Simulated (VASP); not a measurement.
Here is a VASP 6.6.1 calculation.

File INCAR:

```
SYSTEM = ReP2
  PREC = Accurate
  ENCUT = 600
  EDIFF = 1E-6
  ISMEAR = 0
  SIGMA = 0.1
  LREAL = .False.
  LASPH = .True.
  NELM = 80
  ALGO = Fast
  ISIF = 3
  LWAVE = .False.
  LCHARG = .False.
  GGA = PE
  IBRION = 2
  NSW = 100
  EDIFFG = -0.01
```

File KPOINTS:

```
regular mesh
0
Gamma
  8 8 8
  0 0 0
```

Contents of POSCAR:

```
ReP2
1.0
   -3.4300163059      3.4300163059      2.8792556104
    3.4300163059     -3.4300163059      2.8792556104
    3.4300163059      3.4300163059     -2.8792556104
Re P
2 4
Direct
    0.7500000000      0.2500000000      0.5000000000
    0.2500000000      0.7500000000      0.5000000000
    0.0000000000      0.2426765927      0.2426765927
    0.0000000000      0.7573234073      0.7573234073
    0.2426765927      0.0000000000      0.2426765927
    0.7573234073      0.0000000000      0.7573234073
```

Potentials or basis: VASP PAW PBE potentials, release 64 (Re, P).

The run is started by

```bash
$ cat potpaw_PBE.64/Re/POTCAR potpaw_PBE.64/P/POTCAR > POTCAR
$ mpirun -np 1 vasp_std > vasp.out
```

(1) Estimate the relaxed volume.

(2) Estimate the relaxed cell.

(3) Predict the band gap on the k mesh.

(4) What does it give for the space group after relaxing (to 0.1 Å)?

## Answers

(1) 22.59 Å³/atom.

(2) a = 5.641 Å, b = 5.641 Å, c = 5.641 Å, α = 105.10°, β = 105.10°, γ = 118.62°.

(3) zero (bands 17 and 18 overlap by 0.98 eV).

(4) I4/mmm (No. 139).

Caveat: spin-orbit coupling is left out, which moves the levels of the heavy elements.
